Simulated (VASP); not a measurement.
# Ca33O31 (a cell with a defect) in VASP: single point with PBEsol

Aim: the single point of Ca33O31 (a cell with a defect) with PBEsol.

Everything below comes from runs of VASP 6.6.1. Logs are shortened: lines on timing, memory, paths and dates and some standing lists are left out, and cuts for length are marked.

## Step 1: The cell of the first run

The cell holds a defect, 64 atoms: a = 9.535 Å, b = 9.535 Å, c = 9.535 Å, α = 90.00°, β = 90.00°, γ = 90.00°.

## Step 2: Single point, PBEsol

Input file INCAR:

```
SYSTEM = Ca33O31
PREC     = Accurate       ! precision mode
ENCUT    = 520            ! plane-wave cutoff, eV
EDIFF    = 1E-6           ! SCF threshold, eV
ISMEAR   = -1             ! smearing method
SIGMA    = 0.05           ! smearing width, eV
LREAL    = Auto         
LASPH    = .True.         ! aspherical terms in the spheres
NELM     = 60             ! most SCF steps
ALGO     = Normal         ! electronic algorithm
ISIF     = 2              ! what is computed and relaxed
LWAVE    = .False.        ! write WAVECAR
LCHARG   = .False.        ! write CHGCAR
GGA      = PS             ! functional
NELECT   = 518.0        
ISYM     = 0            
NBANDS   = 296            ! bands
```

Input file KPOINTS:

```
Automatic mesh
0
Gamma
  1 1 1
  0.25 0.25 0.25
```

Input file POSCAR:

```
Ca33O31
1.0
    9.5352000000      0.0000000000      0.0000000000
    0.0000000000      9.5352000000      0.0000000000
    0.0000000000      0.0000000000      9.5352000000
O Ca
31 33
Direct
    0.2497650000      0.9999090000      0.9996720000
    0.2497770000      0.9999220000      0.4996630000
    0.2497700000      0.4999190000      0.9996620000
    0.7497700000      0.9999200000      0.9996700000
    0.7497810000      0.9999050000      0.4996710000
    0.7497820000      0.4999150000      0.9996640000
    0.7497880000      0.4999240000      0.4996610000
    0.9993260000      0.2494740000      0.9998800000
    0.9951690000      0.2453170000      0.4995780000
    0.9993080000      0.7503830000      0.9997010000
    0.9948860000      0.7548230000      0.4997010000
    0.5002260000      0.2494560000      0.9996310000
    0.5047020000      0.2449890000      0.4996160000
    0.5002030000      0.7503600000      0.9994450000
    0.5043960000      0.7545400000      0.4997440000
    0.9993340000      0.0001250000      0.2492330000
    0.9992960000      0.9999440000      0.7501280000
    0.9952020000      0.4998300000      0.2450850000
    0.9948400000      0.4999550000      0.7546020000
    0.5002360000      0.9998840000      0.2491950000
    0.5001950000      0.9997010000      0.7501010000
    0.5047230000      0.4998850000      0.2447140000
    0.5043680000      0.5000100000      0.7542520000
    0.2497170000      0.2452740000      0.2450230000
    0.2497540000      0.2450540000      0.7545450000
    0.2497650000      0.7547760000      0.2448200000
    0.2497930000      0.7545620000      0.7543010000
    0.7500180000      0.2494460000      0.2491970000
    0.7497540000      0.2494890000      0.7500930000
    0.7497790000      0.7503440000      0.2492340000
    0.7495230000      0.7503920000      0.7501400000
    0.2497540000      0.4999190000      0.4996520000
    0.0001780000      0.9999210000      0.9996680000
    0.9990600000      0.0000360000      0.4997000000
    0.9990750000      0.4999440000      0.9998160000
    0.9909770000      0.5003040000      0.5001170000
    0.4993490000      0.9999050000      0.9996360000
    0.5004650000      0.9997920000      0.4996310000
    0.5004660000      0.4998870000      0.9995160000
    0.5084990000      0.4995000000      0.4992030000
    0.2497980000      0.2492140000      0.9997040000
    0.2501620000      0.2411420000      0.4998340000
    0.2497540000      0.7506170000      0.9996210000
    0.2493500000      0.7586960000      0.4994700000
    0.7497670000      0.2503390000      0.9996550000
    0.7498860000      0.2492030000      0.4996630000
    0.7497380000      0.7494880000      0.9996510000
    0.7496440000      0.7506200000      0.4996640000
    0.2498140000      0.9999590000      0.2489460000
    0.2497380000      0.9998780000      0.7503740000
    0.2502320000      0.5000970000      0.2409210000
    0.2493150000      0.4997230000      0.7583620000
    0.7497550000      0.9999090000      0.2500810000
    0.7497500000      0.9999200000      0.7492310000
    0.7499220000      0.4999210000      0.2489610000
    0.7496250000      0.4999090000      0.7503650000
    0.0022070000      0.2522910000      0.2520680000
    0.0021860000      0.2523760000      0.7473360000
    0.0021760000      0.7476140000      0.2521000000
    0.0020710000      0.7475270000      0.7473010000
    0.4974660000      0.2523190000      0.2520530000
    0.4973280000      0.2522680000      0.7471850000
    0.4973610000      0.7474480000      0.2520110000
    0.4973080000      0.7474990000      0.7472250000
```

Potentials or basis: VASP PAW PBE potentials, release 64 (O, Ca_sv).

Launch:

```
cat potpaw_PBE.64/O/POTCAR potpaw_PBE.64/Ca_sv/POTCAR > POTCAR
mpirun -np 1 vasp_std > vasp.out
```

OUTCAR:

```text
SYSTEM = Ca33O31
   PREC = Accurate
   ENCUT = 520
   EDIFF = 1E-6
   ISMEAR = -1
   LREAL = Auto
   LASPH = .True.
   NELM = 60
   ISIF = 2
   GGA = PS
   NELECT = 518.0
   ISYM = 0

 ion  position               nearest neighbor table
   1  0.250  1.000  1.000-  49 2.38  43 2.38  50 2.38  41 2.38  37 2.38  33 2.38
   2  0.250  1.000  0.500-  42 2.30  44 2.30  38 2.39  50 2.39  49 2.39  34 2.39
   3  0.250  0.500  1.000-  51 2.30  52 2.30  35 2.39  39 2.39  43 2.39  41 2.39
   4  0.750  1.000  1.000-  33 2.39  53 2.39  45 2.39  37 2.39  47 2.39  54 2.39
   5  0.750  1.000  0.500-  34 2.38  48 2.38  46 2.38  38 2.38  54 2.38  53 2.38
   6  0.750  0.500  1.000-  35 2.38  55 2.38  56 2.38  39 2.38  47 2.38  45 2.38
[... 56 lines left out ...]
  63  0.497  0.747  0.252-  22 2.36  26 2.36  15 2.36  30 2.41  20 2.41  14 2.41
  64  0.497  0.747  0.747-  15 2.36  23 2.36  27 2.36  21 2.41  31 2.41  14 2.41

IMPORTANT INFORMATION: All symmetrisations will be switched off!
NOSYMM: (Re-)initialisation of all symmetry stuff for point group C_1.

----------------------------------------------------------------------------------------

                                     Primitive cell

  volume of cell :     866.9408

  direct lattice vectors                    reciprocal lattice vectors
     9.535200000  0.000000000  0.000000000     0.104874570  0.000000000  0.000000000
     0.000000000  9.535200000  0.000000000     0.000000000  0.104874570  0.000000000
     0.000000000  0.000000000  9.535200000     0.000000000  0.000000000  0.104874570

  length of vectors
     9.535200000  9.535200000  9.535200000     0.104874570  0.104874570  0.104874570

  position of ions in fractional coordinates (direct lattice)
     0.249765000  0.999909000  0.999672000
     0.249777000  0.999922000  0.499663000
     0.249770000  0.499919000  0.999662000
     0.749770000  0.999920000  0.999670000
     0.749781000  0.999905000  0.499671000
     0.749782000  0.499915000  0.999664000
[... 56 lines left out ...]
     0.497361000  0.747448000  0.252011000
     0.497308000  0.747499000  0.747225000

  ion indices of the primitive-cell ions
   primitive index   ion index
                 1           1
                 2           2
                 3           3
                 4           4
                 5           5
                 6           6
[... 56 lines left out ...]
                63          63
                64          64

----------------------------------------------------------------------------------------

 KPOINTS: Automatic mesh

Automatic generation of k-mesh.
 Grid dimensions read from file:
 generate k-points for:    1    1    1

 Generating k-lattice:

  Cartesian coordinates                     Fractional coordinates (reciprocal lattice)
     0.104874570  0.000000000  0.000000000     1.000000000  0.000000000  0.000000000
     0.000000000  0.104874570  0.000000000     0.000000000  1.000000000  0.000000000
     0.000000000  0.000000000  0.104874570     0.000000000  0.000000000  1.000000000

  Length of vectors
     0.104874570  0.104874570  0.104874570

  Shift w.r.t. Gamma in fractional coordinates (k-lattice)
     0.250000000  0.250000000  0.250000000

 Subroutine IBZKPT returns following result:
 ===========================================

 Found      4 irreducible k-points:

 Following reciprocal coordinates:
            Coordinates               Weight
  0.250000  0.250000  0.250000      2.000000
 -0.250000  0.250000  0.250000      2.000000
 -0.250000 -0.250000  0.250000      2.000000
  0.250000 -0.250000  0.250000      2.000000
   k-points           NKPTS =      4   k-points in BZ     NKDIM =      4   number of bands    NBANDS=    296
   number of dos      NEDOS =    301   number of ions     NIONS =     64
   total plane-waves  NPLWV = 373248
   dimension x,y,z NGX =    72 NGY =   72 NGZ =   72
   dimension x,y,z NGXF=   144 NGYF=  144 NGZF=  144
   ions per type =              31  33
   NGX,Y,Z   is equivalent  to a cutoff of  12.55, 12.55, 12.55 a.u.
   NGXF,Y,Z  is equivalent  to a cutoff of  25.11, 25.11, 25.11 a.u.
 SYSTEM =  Ca33O31
   PREC   = accura    normal or accurate (medium, high low for compatibility)
   ISTART =      0    job   : 0-new  1-cont  2-samecut
   ICHARG =      2    charge: 1-file 2-atom 10-const
   ISPIN  =      1    spin polarized calculation?
   LNONCOLLINEAR =      F non collinear calculations
   LSORBIT =      F    spin-orbit coupling
   LASPH  =      T    aspherical Exc in radial PAW
   ENCUT  =  520.0 eV  38.22 Ry    6.18 a.u.  17.73 17.73 17.73*2*pi/ulx,y,z
   NELM   =     60;   NELMIN=  2; NELMDL= -5     # of ELM steps
   EDIFF  = 0.1E-05   stopping-criterion for ELM
   LREAL  =      T    real-space projection
   EDIFFG = 0.1E-04   stopping-criterion for IOM
   NSW    =      0    number of steps for IOM
   IBRION =     -1    ionic relax: 0-MD 1-quasi-New 2-CG
   NFREE  =      0    steps in history (QN), initial steepest desc. (CG)
   ISIF   =      2    stress and relaxation
   ISYM   =      0    0-nonsym 1-usesym 2-fastsym
   POTIM  = 0.5000    time-step for ionic-motion
   TEBEG  =    0.0;   TEEND  =   0.0 temperature during run
   PSTRESS=    0.0 pullay stress
   NELECT =     518.0000    total number of electrons
   NUPDOWN=      -1.0000    fix difference up-down
   EMIN   =  10.00;   EMAX   =-10.00  energy-range for DOS
   EFERMI =   0.00;   METHOD = LEGACY
   ISMEAR =    -1;   SIGMA  =   0.05  broadening in eV -4-tet -1-fermi 0-gaus
   EFERMI_NEDOS =   21; number of points for ismear=-14 and -15
   IALGO  =     38    algorithm
   IMIX   =      4    mixing-type and parameters
     AMIX     =   0.40;   BMIX     =  1.00
     AMIX_MAG =   1.60;   BMIX_MAG =  1.00
  volume/ion in A,a.u.               =      13.55        91.41
  Fermi-wavevector in a.u.,A,eV,Ry     =   1.378865  2.605676 25.868315  1.901267
  Thomas-Fermi vector in A             =   2.503887
   LORBIT       =      0    0 simple, 1 ext, 2 COOP (PROOUT), +10 PAW based schemes
   GGA     = PS    functional components
   LHFCALC =     F    Hartree Fock is set to
   AEXX    =    0.0000 exact exchange contribution
   IVDW    =     0    specifies the selected vdW correction
   LEPSILON=     F    determine dielectric tensor
   LRPA    =     F    only Hartree local field effects (RPA)
 non-spin polarized calculation
  energy-cutoff  :      520.00
  volume of cell :      866.94
 maximum number of plane-waves:     23336
 NGX is ok and might be reduce to    70
   NGX = 35   NGY = 35   NGZ = 35

 number of electron     517.9999798 magnetization

 Free energy of the ion-electron system (eV)
  ---------------------------------------------------
  ext. energy  EPLUGINS =         0.00000000
  ---------------------------------------------------
  free energy    TOTEN  =      -398.33853898 eV

  energy without entropy =     -398.33750251  energy(sigma->0) =     -398.33802075

 E-fermi :   6.0414     XC(G=0): -10.9682

 val. band max:        5.6201598472   @ k =  -0.2500   0.2500   0.2500
 cond. band min:       6.4147636221   @ k =  -0.2500   0.2500   0.2500
 fundamental gap:      0.7946037750
 Fermi energy:         6.0414188973

 k-point     1 :       0.2500    0.2500    0.2500
  band No.  band energies     occupation
      1     -35.1953      2.00000
      2     -34.8642      2.00000
      3     -34.8221      2.00000
      4     -34.8220      2.00000
      5     -34.8212      2.00000
      6     -34.7992      2.00000
[... 263 lines left out ...]
    270       7.7741      0.00000
    271       7.7747      0.00000

 k-point     2 :      -0.2500    0.2500    0.2500
  band No.  band energies     occupation
      1     -35.1953      2.00000
      2     -34.8642      2.00000
      3     -34.8221      2.00000
      4     -34.8218      2.00000
      5     -34.8215      2.00000
      6     -34.7992      2.00000
[... 263 lines left out ...]
    270       7.7732      0.00000
    271       7.7745      0.00000

 k-point     3 :      -0.2500   -0.2500    0.2500
  band No.  band energies     occupation
      1     -35.1953      2.00000
      2     -34.8642      2.00000
      3     -34.8221      2.00000
      4     -34.8219      2.00000
      5     -34.8215      2.00000
      6     -34.7992      2.00000
[... 263 lines left out ...]
    270       7.7730      0.00000
    271       7.7747      0.00000

 k-point     4 :       0.2500   -0.2500    0.2500
  band No.  band energies     occupation
      1     -35.1953      2.00000
      2     -34.8642      2.00000
      3     -34.8221      2.00000
      4     -34.8218      2.00000
      5     -34.8215      2.00000
      6     -34.7992      2.00000
[... 263 lines left out ...]
    270       7.7731      0.00000
    271       7.7746      0.00000
 [bands above 271 left out]

------------------------ aborting loop because EDIFF is reached ----------------------------------------

  FORCE on cell =-STRESS in cart. coord.  units (eV):
  Direction    XX          YY          ZZ          XY          YZ          ZX
  --------------------------------------------------------------------------------------
  -------------------------------------------------------------------------------------
  Total       20.2875066     20.2877308     20.2899966     -0.0385238     -0.0184304     -0.0441303
  in kB       37.4929692     37.4933837     37.4975710     -0.0711952     -0.0340609     -0.0815564
  external PRESSURE =      37.4946413 kB  Pullay stress =       0.0000000 kB

 VOLUME and BASIS-vectors are now :
 -----------------------------------------------------------------------------
  energy-cutoff  :      520.00
  volume of cell :      866.94
      direct lattice vectors                 reciprocal lattice vectors
     9.535200000  0.000000000  0.000000000     0.104874570  0.000000000  0.000000000
     0.000000000  9.535200000  0.000000000     0.000000000  0.104874570  0.000000000
     0.000000000  0.000000000  9.535200000     0.000000000  0.000000000  0.104874570

 POSITION                                       TOTAL-FORCE (eV/Angst)
 -----------------------------------------------------------------------------------
      2.38156      9.53433      9.53207         0.000044     -0.000093     -0.000941
      2.38167      9.53446      4.76439        -0.000845     -0.000880     -0.000235
      2.38161      4.76683      9.53198         0.000140     -0.000751     -0.000846
      7.14921      9.53444      9.53205        -0.000760     -0.000886     -0.000865
      7.14931      9.53429      4.76446        -0.001074      0.000224     -0.000831
      7.14932      4.76679      9.53200        -0.001126     -0.000355     -0.000357
[... 56 lines left out ...]
      4.74244      7.12707      2.40298         0.002343      0.005823      0.003573
      4.74193      7.12755      7.12494        -0.006006     -0.008090     -0.007230
 -----------------------------------------------------------------------------------
    total drift:                                0.004541     -0.001799      0.011095

  FREE ENERGIE OF THE ION-ELECTRON SYSTEM (eV)
  ---------------------------------------------------
  free  energy   TOTEN  =      -398.3385389822 eV

  energy  without entropy=     -398.3375025115  energy(sigma->0) =     -398.33802075
```

It took 55 min on 1 thread of AMD EPYC 7R43 (Zen 3), shared host; peak memory 1.1 GiB.

Results:

```yaml
Free_energy: -398.3385 eV
Largest_force: 0.058 eV/Å
```

Forces on the atoms (eV/Å):
```
O    0.000  0.000 -0.001
O   -0.001 -0.001  0.000
O    0.000 -0.001 -0.001
O   -0.001 -0.001 -0.001
O   -0.001  0.000 -0.001
O   -0.001  0.000  0.000
O   -0.003 -0.001  0.000
O    0.002  0.000 -0.016
O    0.008  0.007  0.018
O   -0.001  0.000  0.001
O    0.006 -0.008  0.001
O    0.000  0.000  0.001
O   -0.009  0.009  0.000
O   -0.001  0.000  0.017
O   -0.008 -0.009 -0.017
O    0.000 -0.017  0.001
O    0.000  0.000  0.001
O    0.007  0.017  0.008
O    0.007  0.001 -0.009
O    0.001  0.001  0.000
O    0.000  0.017  0.000
O   -0.009  0.000  0.008
O   -0.007 -0.017 -0.006
O    0.018  0.005  0.006
O    0.000  0.010 -0.010
O    0.001 -0.008  0.007
O   -0.016 -0.005 -0.004
O   -0.018  0.001  0.003
O    0.001 -0.001  0.002
O    0.000  0.002 -0.001
O    0.018 -0.001 -0.002
Ca  -0.001 -0.001 -0.001
Ca   0.000  0.003  0.003
Ca   0.005  0.005 -0.003
Ca   0.005 -0.003  0.004
Ca  -0.031 -0.029 -0.035
Ca   0.000 -0.003 -0.003
Ca  -0.004 -0.005  0.002
Ca  -0.004  0.003 -0.005
Ca   0.035  0.032  0.034
Ca  -0.003  0.005  0.006
Ca  -0.030 -0.031 -0.015
Ca   0.002 -0.005 -0.006
Ca   0.032  0.031  0.016
Ca   0.003  0.000  0.002
Ca   0.005  0.005 -0.002
Ca  -0.002  0.000 -0.002
Ca  -0.004 -0.005  0.002
Ca  -0.004  0.006  0.005
Ca   0.002 -0.006 -0.005
Ca  -0.035 -0.015 -0.036
Ca   0.034  0.016  0.038
Ca   0.004  0.002 -0.001
Ca  -0.003 -0.002  0.001
Ca   0.004 -0.002  0.004
Ca  -0.005  0.002 -0.004
Ca   0.006  0.010  0.008
Ca  -0.003 -0.005 -0.005
Ca  -0.002 -0.007 -0.004
Ca   0.002  0.005  0.004
Ca  -0.002 -0.006 -0.006
Ca   0.003  0.005  0.005
Ca   0.002  0.006  0.004
Ca  -0.006 -0.008 -0.007
```

Caveat: the cell carries a net charge on a neutralising background, which shifts energy and pressure; the cell is charged against a uniform background, so pressure and absolute levels hang on convention; the PAW data sets were made with another functional, which shifts forces and pressure a little.
